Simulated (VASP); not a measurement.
# H14CO7 in VASP: single point with r2SCAN+D3(BJ)

Aim: the single point of H14CO7 with r2SCAN+D3(BJ).

Program: VASP 6.6.1. These are calculated values, not measurements. Logs are shortened: lines on timing, memory, paths and dates and some standing lists are left out, and cuts for length are marked.

**1. The cell of the first run**

The cell holds a disordered packing, 22 atoms: a = 6.008 Å, b = 6.008 Å, c = 6.008 Å, α = 90.00°, β = 90.00°, γ = 90.00°.

**2. Single point, r2SCAN+D3(BJ)**

The input, POSCAR:

```
H14CO7
1.0
    6.0083220000      0.0000000000      0.0000000000
    0.0000000000      6.0083220000      0.0000000000
    0.0000000000      0.0000000000      6.0083220000
O H C
7 14 1
Direct
    0.8649138944      0.3118048132      0.2356754250
    0.2181265848      0.6006577894      0.1981731878
    0.5803916849      0.6983172657      0.9353922476
   -0.1240747259      0.0645653013      0.8245853104
    0.6908362500      0.7765562561      0.4606324648
    0.4561656849      0.1603649679      0.4156419001
    0.1636180597      0.7435396870      0.6233831983
    0.9872784771      0.4157151124      0.2087263741
    0.8518918132      0.2339777530      0.0944983753
    0.3469750611      0.6439176944      0.1087488442
    0.2292791452      0.6804495327      0.3393952415
    0.6692734115      0.8334863966      0.9315673874
    0.5621722738      0.6657291166      0.7792468887
   -0.1956484547      0.0600965947      0.6805223137
    0.0149837001     -0.0125374437      0.7958870116
    0.7205867337      0.6896806201      0.3293205479
    0.5890596760      0.8950159849      0.4150568748
    0.5591902436      0.2632012660      0.3450896708
    0.3114504312      0.1954661648      0.3553445706
    0.0270658751      0.5780858458      0.8809714585
    0.0261454502      0.4382435543      0.5993071178
    0.0713063304      0.5827662267      0.7020955889
```

The input, INCAR.step1:

```
SYSTEM = H14CO7
ALGO = Normal ; EDIFF = 1E-5
ENCUT = 1100 ; GGA = PE
GGA_COMPAT = .FALSE. ; ISMEAR = -1
LASPH = .TRUE. ; LCHARG = .FALSE.
LREAL = Auto ; LWAVE = .TRUE.
NBANDS = 47 ; NELM = 120
PREC = Accurate ; SIGMA = 0.05
```

The input, INCAR.step2:

```
SYSTEM = H14CO7
ALGO = Normal ; EDIFF = 1E-6
ENCUT = 1100 ; GGA_COMPAT = .FALSE.
ISIF = 2 ; ISMEAR = -1
ISTART = 1 ; IVDW = 12
LASPH = .TRUE. ; LCHARG = .TRUE.
LELF = .TRUE. ; LMIXTAU = .TRUE.
LREAL = Auto ; LVHAR = .TRUE.
LWAVE = .FALSE. ; METAGGA = R2SCAN
NBANDS = 47 ; NELM = 120
PREC = Accurate ; SIGMA = 0.05
VDW_A1 = 0.49484001 ; VDW_A2 = 5.73083694
VDW_S6 = 1.0 ; VDW_S8 = 0.78981345
```

The input, KPOINTS:

```
k-points
0
G
  1 1 1
  0 0 0
```

Potentials or basis: VASP PAW PBE potentials, release 64 (O_h, H_h, C_h).

Command:

```
$ cat potpaw_PBE.64/O_h/POTCAR potpaw_PBE.64/H_h/POTCAR potpaw_PBE.64/C_h/POTCAR > POTCAR
$ cp INCAR.step1 INCAR
$ mpirun -np 1 vasp_gam > vasp.out
$ cp INCAR.step2 INCAR
$ mpirun -np 1 vasp_gam > vasp.out
```

OUTCAR:

```text
SYSTEM = H14CO7
   EDIFF = 1E-6
   ENCUT = 1100
   ISIF = 2
   ISMEAR = -1
   ISTART = 1
   IVDW = 12
   LASPH = .TRUE.
   LREAL = Auto
   METAGGA = R2SCAN
   NELM = 120
   PREC = Accurate
 IVDW          = 12

 ion  position               nearest neighbor table
   1  0.865  0.312  0.236-   9 0.97   8 0.98
   2  0.218  0.601  0.198-  11 0.98  10 0.98
   3  0.580  0.698  0.935-  13 0.96  12 0.97
   4  0.876  0.065  0.825-  14 0.97  15 0.97
   5  0.691  0.777  0.461-  16 0.96  17 0.98
   6  0.456  0.160  0.416-  19 0.97  18 0.97
   7  0.164  0.744  0.623-  22 1.21
   8  0.987  0.416  0.209-   1 0.98
   9  0.852  0.234  0.094-   1 0.97
  10  0.347  0.644  0.109-   2 0.98
  11  0.229  0.680  0.339-   2 0.98
  12  0.669  0.833  0.932-   3 0.97
  13  0.562  0.666  0.779-   3 0.96
  14  0.804  0.060  0.681-   4 0.97
  15  0.015  0.987  0.796-   4 0.97
  16  0.721  0.690  0.329-   5 0.96
  17  0.589  0.895  0.415-   5 0.98
  18  0.559  0.263  0.345-   6 0.97
  19  0.311  0.195  0.355-   6 0.97
  20  0.027  0.578  0.881-  22 1.11
  21  0.026  0.438  0.599-  22 1.10
  22  0.071  0.583  0.702-  21 1.10  20 1.11   7 1.21

  LATTYP: Found a simple cubic cell.
 ALAT       =     6.0083220000

  Lattice vectors:

 A1 = (   6.0083220000,   0.0000000000,   0.0000000000)
 A2 = (   0.0000000000,   6.0083220000,   0.0000000000)
 A3 = (   0.0000000000,   0.0000000000,   6.0083220000)

Analysis of symmetry for initial positions (statically):
=====================================================================
 Subroutine PRICEL returns:
 Original cell was already a primitive cell.

 Routine SETGRP: Setting up the symmetry group for a
 simple cubic supercell.

 Subroutine GETGRP returns: Found  1 space group operations
 (whereof  1 operations were pure point group operations)
 out of a pool of 48 trial point group operations.

The static configuration has the point symmetry C_1 .

Analysis of symmetry for dynamics (positions and initial velocities):
=====================================================================
 Subroutine PRICEL returns:
 Original cell was already a primitive cell.

 Routine SETGRP: Setting up the symmetry group for a
 simple cubic supercell.

 Subroutine GETGRP returns: Found  1 space group operations
 (whereof  1 operations were pure point group operations)
 out of a pool of 48 trial point group operations.

The dynamic configuration has the point symmetry C_1 .

 Subroutine INISYM returns: Found  1 space group operations
 (whereof  1 operations are pure point group operations),
 and found     1 'primitive' translations

----------------------------------------------------------------------------------------

                                     Primitive cell

  volume of cell :     216.9000

  direct lattice vectors                    reciprocal lattice vectors
     6.008322000  0.000000000  0.000000000     0.166435820  0.000000000  0.000000000
     0.000000000  6.008322000  0.000000000     0.000000000  0.166435820  0.000000000
     0.000000000  0.000000000  6.008322000     0.000000000  0.000000000  0.166435820

  length of vectors
     6.008322000  6.008322000  6.008322000     0.166435820  0.166435820  0.166435820

  position of ions in fractional coordinates (direct lattice)
     0.864913894  0.311804813  0.235675425
     0.218126585  0.600657789  0.198173188
     0.580391685  0.698317266  0.935392248
     0.875925274  0.064565301  0.824585310
     0.690836250  0.776556256  0.460632465
     0.456165685  0.160364968  0.415641900
[... 14 lines left out ...]
     0.026145450  0.438243554  0.599307118
     0.071306330  0.582766227  0.702095589

  ion indices of the primitive-cell ions
   primitive index   ion index
                 1           1
                 2           2
                 3           3
                 4           4
                 5           5
                 6           6
[... 14 lines left out ...]
                21          21
                22          22

----------------------------------------------------------------------------------------

 KPOINTS: k-points

Automatic generation of k-mesh.
 Grid dimensions read from file:
 generate k-points for:    1    1    1

 Generating k-lattice:

  Cartesian coordinates                     Fractional coordinates (reciprocal lattice)
     0.166435820  0.000000000  0.000000000     1.000000000  0.000000000  0.000000000
     0.000000000  0.166435820  0.000000000     0.000000000  1.000000000  0.000000000
     0.000000000  0.000000000  0.166435820     0.000000000  0.000000000  1.000000000

  Length of vectors
     0.166435820  0.166435820  0.166435820

  Shift w.r.t. Gamma in fractional coordinates (k-lattice)
     0.000000000  0.000000000  0.000000000

 Subroutine IBZKPT returns following result:
 ===========================================

 Found      1 irreducible k-points:

 Following reciprocal coordinates:
            Coordinates               Weight
  0.000000  0.000000  0.000000      1.000000
   k-points           NKPTS =      1   k-points in BZ     NKDIM =      1   number of bands    NBANDS=     47
   number of dos      NEDOS =    301   number of ions     NIONS =     22
   total plane-waves  NPLWV = 343000
   dimension x,y,z NGX =    70 NGY =   70 NGZ =   70
   dimension x,y,z NGXF=   140 NGYF=  140 NGZF=  140
   ions per type =               7  14   1
   NGX,Y,Z   is equivalent  to a cutoff of  19.37, 19.37, 19.37 a.u.
   NGXF,Y,Z  is equivalent  to a cutoff of  38.74, 38.74, 38.74 a.u.
 SYSTEM =  H14CO7
   PREC   = accura    normal or accurate (medium, high low for compatibility)
   ISTART =      1    job   : 0-new  1-cont  2-samecut
   ICHARG =      0    charge: 1-file 2-atom 10-const
   ISPIN  =      1    spin polarized calculation?
   LNONCOLLINEAR =      F non collinear calculations
   LSORBIT =      F    spin-orbit coupling
   LASPH  =      T    aspherical Exc in radial PAW
   ENCUT  = 1100.0 eV  80.85 Ry    8.99 a.u.  16.25 16.25 16.25*2*pi/ulx,y,z
   NELM   =    120;   NELMIN=  2; NELMDL=  0     # of ELM steps
   EDIFF  = 0.1E-05   stopping-criterion for ELM
   LREAL  =      T    real-space projection
   EDIFFG = 0.1E-04   stopping-criterion for IOM
   NSW    =      0    number of steps for IOM
[... 5 lines left out ...]
   TEBEG  =    0.0;   TEEND  =   0.0 temperature during run
   PSTRESS=    0.0 pullay stress
   NELECT =      60.0000    total number of electrons
   NUPDOWN=      -1.0000    fix difference up-down
   EMIN   =  10.00;   EMAX   =-10.00  energy-range for DOS
   EFERMI =   0.00;   METHOD = LEGACY
   ISMEAR =    -1;   SIGMA  =   0.05  broadening in eV -4-tet -1-fermi 0-gaus
   EFERMI_NEDOS =   21; number of points for ismear=-14 and -15
   IALGO  =     38    algorithm
   IMIX   =      4    mixing-type and parameters
     AMIX     =   0.40;   BMIX     =  1.00
     AMIX_MAG =   1.60;   BMIX_MAG =  1.00
  volume/ion in A,a.u.               =       9.86        66.53
  Fermi-wavevector in a.u.,A,eV,Ry     =   1.066691  2.015754 15.481119  1.137830
  Thomas-Fermi vector in A             =   2.202284
   LORBIT       =      0    0 simple, 1 ext, 2 COOP (PROOUT), +10 PAW based schemes
   METAGGA = R2SCAN    functional components
   LHFCALC =     F    Hartree Fock is set to
   AEXX    =    0.0000 exact exchange contribution
   IVDW    =    12    specifies the selected vdW correction
   LEPSILON=     F    determine dielectric tensor
   LRPA    =     F    only Hartree local field effects (RPA)
 non-spin polarized calculation
  energy-cutoff  :     1100.00
  volume of cell :      216.90
 maximum number of plane-waves:      8971
 NGX is ok and might be reduce to    70
   NGX = 33   NGY = 33   NGZ = 33

 number of electron      59.9999998 magnetization

 Free energy of the ion-electron system (eV)
  ---------------------------------------------------
  ext. energy  EPLUGINS =         0.00000000
  ---------------------------------------------------
  free energy    TOTEN  =      -119.34205854 eV

  energy without entropy =     -119.34205854  energy(sigma->0) =     -119.34205854

 E-fermi :  -2.1639     XC(G=0):  -7.3450

 val. band max:       -3.3533765199   @ k =   0.0000   0.0000   0.0000
 cond. band min:       1.0283180044   @ k =   0.0000   0.0000   0.0000
 fundamental gap:      4.3816945242
 Fermi energy:        -2.1638826736

 k-point     1 :       0.0000    0.0000    0.0000
  band No.  band energies     occupation
      1     -24.9626      2.00000
      2     -23.5402      2.00000
      3     -23.1708      2.00000
      4     -23.0248      2.00000
      5     -22.7310      2.00000
      6     -22.5924      2.00000
[... 34 lines left out ...]
     41       8.3473      0.00000
     42       8.5924      0.00000
 [bands above 42 left out]

------------------------ aborting loop because EDIFF is reached ----------------------------------------

 Edisp (eV)   -0.40997

 E8    (eV) :    -0.0609

  FORCE on cell =-STRESS in cart. coord.  units (eV):
  Direction    XX          YY          ZZ          XY          YZ          ZX
  --------------------------------------------------------------------------------------
  -------------------------------------------------------------------------------------
  Total      -1.03553    -0.62895     0.13242     0.11704    -0.16099     0.54135
  in kB      -7.64912    -4.64586     0.97817     0.86458    -1.18915     3.99877
  external pressure =       -3.77 kB  Pullay stress =        0.00 kB

 VOLUME and BASIS-vectors are now :
 -----------------------------------------------------------------------------
  energy-cutoff  :     1100.00
  volume of cell :      216.90
      direct lattice vectors                 reciprocal lattice vectors
     6.008322000  0.000000000  0.000000000     0.166435820  0.000000000  0.000000000
     0.000000000  6.008322000  0.000000000     0.000000000  0.166435820  0.000000000
     0.000000000  0.000000000  6.008322000     0.000000000  0.000000000  0.166435820

 POSITION                                       TOTAL-FORCE (eV/Angst)
 -----------------------------------------------------------------------------------
      5.19668      1.87342      1.41601         0.048243      0.016123     -0.158300
      1.31057      3.60895      1.19069        -0.000855     -0.003398      0.035420
      3.48718      4.19571      5.62014        -0.035799     -0.053825      0.059558
      5.26284      0.38793      4.95437         0.028581     -0.000919      0.026962
      4.15077      4.66580      2.76763        -0.019388      0.022237     -0.037494
      2.74079      0.96352      2.49731        -0.083540      0.010951     -0.027788
[... 14 lines left out ...]
      0.15709      2.63311      3.60083         0.073780     -0.068918     -0.019749
      0.42843      3.50145      4.21842        -0.230849      0.014620      0.223526
 -----------------------------------------------------------------------------------
    total drift:                               -0.007176     -0.004639     -0.007642

  FREE ENERGIE OF THE ION-ELECTRON SYSTEM (eV)
  ---------------------------------------------------
  free  energy   TOTEN  =      -119.7520320748 eV

  energy  without entropy=     -119.7520320747  energy(sigma->0) =     -119.75203207
```

It took 2.1 min on 1 thread of AMD EPYC 9R45 (Zen 5), shared host; peak memory 0.74 GiB.

Results:

| Quantity | Value |
| --- | --- |
| Free energy | -119.7520 eV |
| Pressure | -0.4 GPa |
| Largest force | 0.322 eV/Å |
| Dispersion energy per atom | -0.019 eV |

Forces on the atoms (eV/Å):
```
O    0.048  0.016 -0.158
O   -0.001 -0.003  0.035
O   -0.036 -0.054  0.060
O    0.029 -0.001  0.027
O   -0.019  0.022 -0.037
O   -0.084  0.011 -0.028
O    0.075  0.031 -0.044
H   -0.006  0.036  0.082
H   -0.047 -0.012  0.053
H    0.024 -0.016 -0.054
H   -0.035 -0.003  0.034
H    0.008  0.032  0.005
H   -0.002 -0.004 -0.074
H   -0.045  0.008 -0.031
H    0.002  0.001  0.011
H    0.029 -0.035  0.020
H   -0.017  0.024  0.025
H    0.051 -0.030  0.011
H    0.097  0.035  0.029
H    0.087 -0.004 -0.172
H    0.074 -0.069 -0.020
C   -0.231  0.015  0.224
```

Caveat: the k points lie up to 1.05 Å⁻¹ apart, too coarse for converged energies, forces and pressures; the PAW data sets were made with another functional, which shifts forces and pressure a little.
